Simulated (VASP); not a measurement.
# Li (Fm-3m) in VASP: further runs

Runs on Li. Level: PBEsol. Tasks: single point, relaxation of volume and atoms at fixed shape.

Everything below comes from runs of VASP 6.6.1. Logs are shortened: lines on timing, memory, paths and dates and some standing lists are left out, and cuts for length are marked.

**1. The cell of the first run**

Symmetry: Fm-3m, No. 225, cubic system. The conventional cell has a = 4.319 Å, b = 4.319 Å, c = 4.319 Å, α = 90.00°, β = 90.00°, γ = 90.00°. Within 4.0 Å of Li (site symmetry m-3m) lie 12 Li at 3.05 Å.

This isn't the form of Li at room conditions, which is bcc.

**2. Single point, PBEsol**

INCAR

```
SYSTEM = Li
ALGO = Normal
EDIFF = 1E-6
ENCUT = 750
GGA = PS
GGA_COMPAT = .False.
ISIF = 2
ISMEAR = 1
LASPH = .True.
LCHARG = .False.
LREAL = .False.
LWAVE = .False.
NBANDS = 8
NELM = 120
PREC = Accurate
SIGMA = 0.1
```

KPOINTS

```
k-points
0
Gamma
  10 10 10
  0 0 0
```

POSCAR

```
Li
1.0
    0.0000000000      2.1594483583      2.1594483583
    2.1594483583      0.0000000000      2.1594483583
    2.1594483583      2.1594483583      0.0000000000
Li
1
Direct
    0.0000000000      0.0000000000      0.0000000000
```

Potentials or basis: VASP PAW PBE potentials, release 64 (Li_sv).

On the command line:

```bash
> cat potpaw_PBE.64/Li_sv/POTCAR > POTCAR
> mpirun -np 1 vasp_std > vasp.out
```

OUTCAR:

```text
SYSTEM = Li
   EDIFF = 1E-6
   ENCUT = 750
   GGA = PS
   ISIF = 2
   ISMEAR = 1
   LASPH = .True.
   LREAL = .False.
   NELM = 120
   PREC = Accurate

 ion  position               nearest neighbor table
   1  0.000  0.000  0.000-

  LATTYP: Found a face centered cubic cell.
 ALAT       =     4.3188967166

  Lattice vectors:

 A1 = (   0.0000000000,   2.1594483583,   2.1594483583)
 A2 = (   2.1594483583,   0.0000000000,   2.1594483583)
 A3 = (   2.1594483583,   2.1594483583,   0.0000000000)

Analysis of symmetry for initial positions (statically):
=====================================================================
 Subroutine PRICEL returns:
 Original cell was already a primitive cell.

 Routine SETGRP: Setting up the symmetry group for a
 face centered cubic supercell.

 Subroutine GETGRP returns: Found 48 space group operations
 (whereof 48 operations were pure point group operations)
 out of a pool of 48 trial point group operations.

The static configuration has the point symmetry O_h .

Analysis of symmetry for dynamics (positions and initial velocities):
=====================================================================
 Subroutine PRICEL returns:
 Original cell was already a primitive cell.

 Routine SETGRP: Setting up the symmetry group for a
 face centered cubic supercell.

 Subroutine GETGRP returns: Found 48 space group operations
 (whereof 48 operations were pure point group operations)
 out of a pool of 48 trial point group operations.

The dynamic configuration has the point symmetry O_h .

 Subroutine INISYM returns: Found 48 space group operations
 (whereof 48 operations are pure point group operations),
 and found     1 'primitive' translations

----------------------------------------------------------------------------------------

                                     Primitive cell

  volume of cell :      20.1400

  direct lattice vectors                    reciprocal lattice vectors
     0.000000000  2.159448358  2.159448358    -0.231540615  0.231540615  0.231540615
     2.159448358  0.000000000  2.159448358     0.231540615 -0.231540615  0.231540615
     2.159448358  2.159448358  0.000000000     0.231540615  0.231540615 -0.231540615

  length of vectors
     3.053921156  3.053921156  3.053921156     0.401040108  0.401040108  0.401040108

  position of ions in fractional coordinates (direct lattice)
     0.000000000  0.000000000  0.000000000

  ion indices of the primitive-cell ions
   primitive index   ion index
                 1           1

----------------------------------------------------------------------------------------
[... 70 lines left out ...]
   EDIFF  = 0.1E-05   stopping-criterion for ELM
   LREAL  =      F    real-space projection
   EDIFFG = 0.1E-04   stopping-criterion for IOM
   NSW    =      0    number of steps for IOM
   IBRION =     -1    ionic relax: 0-MD 1-quasi-New 2-CG
   NFREE  =      0    steps in history (QN), initial steepest desc. (CG)
   ISIF   =      2    stress and relaxation
   ISYM   =      2    0-nonsym 1-usesym 2-fastsym
   POTIM  = 0.5000    time-step for ionic-motion
   TEBEG  =    0.0;   TEEND  =   0.0 temperature during run
   PSTRESS=    0.0 pullay stress
   NELECT =       3.0000    total number of electrons
   NUPDOWN=      -1.0000    fix difference up-down
   EMIN   =  10.00;   EMAX   =-10.00  energy-range for DOS
   EFERMI =   0.00;   METHOD = LEGACY
   ISMEAR =     1;   SIGMA  =   0.10  broadening in eV -4-tet -1-fermi 0-gaus
   EFERMI_NEDOS =   21; number of points for ismear=-14 and -15
   IALGO  =     38    algorithm
   IMIX   =      4    mixing-type and parameters
     AMIX     =   0.40;   BMIX     =  1.00
     AMIX_MAG =   1.60;   BMIX_MAG =  1.00
  volume/ion in A,a.u.               =      20.14       135.91
  Fermi-wavevector in a.u.,A,eV,Ry     =   0.867819  1.639940 10.246678  0.753110
  Thomas-Fermi vector in A             =   1.986408
   LORBIT       =      0    0 simple, 1 ext, 2 COOP (PROOUT), +10 PAW based schemes
   GGA     = PS    functional components
   LHFCALC =     F    Hartree Fock is set to
   AEXX    =    0.0000 exact exchange contribution
   IVDW    =     0    specifies the selected vdW correction
   LEPSILON=     F    determine dielectric tensor
   LRPA    =     F    only Hartree local field effects (RPA)
 non-spin polarized calculation
 Methfessel and Paxton  Order N= 1 SIGMA  =   0.10
  energy-cutoff  :      750.00
  volume of cell :       20.14
 maximum number of plane-waves:       960
   NGX = 13   NGY = 13   NGZ = 13

 number of electron       2.9999999 magnetization

 Free energy of the ion-electron system (eV)
  ---------------------------------------------------
  ext. energy  EPLUGINS =         0.00000000
  ---------------------------------------------------
  free energy    TOTEN  =        -1.96753558 eV

  energy without entropy =       -1.96663107  energy(sigma->0) =       -1.96723408

 E-fermi :   0.6030     XC(G=0):  -7.0335

 val. band max:        0.3968559541   @ k =  -0.4000   0.1000   0.0000
 cond. band min:       0.6227898273   @ k =   0.5000   0.3000   0.1000
 fundamental gap:      0.2259338732
 Fermi energy:         0.6029595478

 k-point     1 :       0.0000    0.0000    0.0000
  band No.  band energies     occupation
      1     -45.2472      2.00000
      2      -2.9311      2.00000
      3      15.0832      0.00000
      4      15.0832      0.00000
      5      15.0832      0.00000
      6      18.9366      0.00000
      7      18.9366      0.00000
      8      18.9366      0.00000
[... 243 lines left out ...]
 k-point    24 :       0.4000    0.3000    0.0000
  band No.  band energies     occupation
      1     -45.2263      2.00000
      2       0.1517      2.00000
      3       8.0709      0.00000
      4       9.3274      0.00000
      5       9.9515      0.00000
      6      13.3957      0.00000
      7      16.2196      0.00000
      8      25.9989      0.00000

 [... further k-points ...]
[... 5 lines left out ...]
  --------------------------------------------------------------------------------------
  -------------------------------------------------------------------------------------
  Total       -0.0075412     -0.0075412     -0.0075412      0.0000000      0.0000000     -0.0000000
  in kB       -0.5999191     -0.5999191     -0.5999191      0.0000000      0.0000000     -0.0000000
  external PRESSURE =      -0.5999191 kB  Pullay stress =       0.0000000 kB

 VOLUME and BASIS-vectors are now :
 -----------------------------------------------------------------------------
  energy-cutoff  :      750.00
  volume of cell :       20.14
      direct lattice vectors                 reciprocal lattice vectors
     0.000000000  2.159448358  2.159448358    -0.231540615  0.231540615  0.231540615
     2.159448358  0.000000000  2.159448358     0.231540615 -0.231540615  0.231540615
     2.159448358  2.159448358  0.000000000     0.231540615  0.231540615 -0.231540615

 POSITION                                       TOTAL-FORCE (eV/Angst)
 -----------------------------------------------------------------------------------
      0.00000      0.00000      0.00000        -0.000000      0.000000     -0.000000
 -----------------------------------------------------------------------------------
    total drift:                               -0.000000     -0.000000     -0.000000

  FREE ENERGIE OF THE ION-ELECTRON SYSTEM (eV)
  ---------------------------------------------------
  free  energy   TOTEN  =        -1.9675355797 eV

  energy  without entropy=       -1.9666310669  energy(sigma->0) =       -1.96723408
```

stdout:

```text
POSCAR found type information on POSCAR Li
 POSCAR found :  1 types and       1 ions
 scaLAPACK will be used
 -----------------------------------------------------------------------------
|                                                                             |
|                                                                             |
|     You enforced a specific xc type in the INCAR file but a different       |
|     I HOPE YOU KNOW WHAT YOU ARE DOING!                                     |
|                                                                             |
 -----------------------------------------------------------------------------

 LDA part: xc-table for (Slater+PW92), standard interpolation
 POSCAR, INCAR and KPOINTS ok, starting setup
 FFT: planning ... GRIDC
 FFT: planning ... GRID_SOFT
 FFT: planning ... GRID
 WAVECAR not read
 entering main loop
```

Wall time 4.2 s (1 thread of Intel Xeon 6975P-C (Granite Rapids), shared host); peak memory 0.14 GiB.

Results:

```
Free energy            : -1.9675 eV
Pressure               : -0.1 GPa
Band gap on the k mesh : zero (an odd number of electrons rules out a gap without spin polarisation)
```

Levels at points of the mesh, in eV from the Fermi level:
```
           k point  band 1  band 2  band 3  band 4  band 5  band 6
(0.00, 0.00, 0.00)  -45.85   -3.53   14.48   14.48   14.48   18.33
(0.50, 0.00, 0.00)  -45.83    0.02    2.98   12.75   12.75   16.67
(0.50, 0.50, 0.00)  -45.82    1.58    4.77    8.52    8.52   10.70
```

Caveat: the PAW data sets were made with another functional, which shifts forces and pressure a little.

**3. Relaxation of volume and atoms at fixed shape, PBEsol**

This run uses another cell than the first one, of 21.59 Å³/atom.

INCAR

```
PREC = Accurate ; ENCUT = 750
EDIFF = 1E-7 ; ISMEAR = 1
SIGMA = 0.1 ; LREAL = F
LASPH = T ; NELM = 120
ALGO = Normal ; ISIF = 8
LWAVE = F ; LCHARG = F
GGA = PS ; IBRION = 2
NSW = 80 ; EDIFFG = -0.02
GGA_COMPAT = F ; NELMIN = 4
```

KPOINTS

```
regular mesh
0
Gamma
  10 10 10
```

POSCAR

```
Li
1.0
    0.0000000000      2.2100000000      2.2100000000
    2.2100000000      0.0000000000      2.2100000000
    2.2100000000      2.2100000000      0.0000000000
Li
1
Direct
    0.0000000000      0.0000000000      0.0000000000
```

Potentials or basis: VASP PAW PBE potentials, release 64 (Li_sv).

On the command line:

```bash
> cat potpaw_PBE.64/Li_sv/POTCAR > POTCAR
> mpirun -np 1 vasp_std > vasp.out
```

Run time: 8 s. Hardware: 1 thread of Intel Xeon 6975P-C (Granite Rapids), shared host; peak memory 0.14 GiB.

It converged, with:

```
Free energy                           : -1.9684 eV
Relaxed volume                        : 20.21 Å³/atom
Relaxed cell                          : a = 3.057 Å, b = 3.057 Å, c = 3.057 Å, α = 60.00°, β = 60.00°, γ = 60.00°
Space group after relaxing (to 0.1 Å) : Fm-3m (No. 225)
Energy gained by relaxing             : 4.4 meV/atom
Ionic steps                           : 3
Pressure after relaxing               : -0.1 GPa
Band gap on the k mesh                : zero (an odd number of electrons rules out a gap without spin polarisation)
```

Step by step:
| step | energy change (eV) | largest force (eV/Å) | pressure (GPa) | volume (Å³) |
| --- | --- | --- | --- | --- |
| 1 | 0.0000 | 0.0000 | -0.91 | 21.59 |
| 2 | -0.0019 | 0.0000 | -0.70 | 21.21 |
| 3 | -0.0044 | 0.0000 | -0.08 | 20.21 |

Final structure:
```
Li
1.0
     0.00000    2.16190    2.16190
     2.16190    0.00000    2.16190
     2.16190    2.16190    0.00000
Li
1
Direct
  0.00000 0.00000 0.00000
```

Levels at points of the mesh, in eV from the Fermi level:
```csv
k point,band 1,band 2,band 3,band 4,band 5
"(0.00, 0.00, 0.00)",-45.86,-3.53,14.45,14.45,14.45
"(0.50, 0.00, 0.00)",-45.84,0.02,2.97,12.72,12.72
"(0.50, 0.50, 0.00)",-45.83,1.57,4.76,8.50,8.50
```

Caveat: the PAW data sets were made with another functional, which shifts forces and pressure a little.
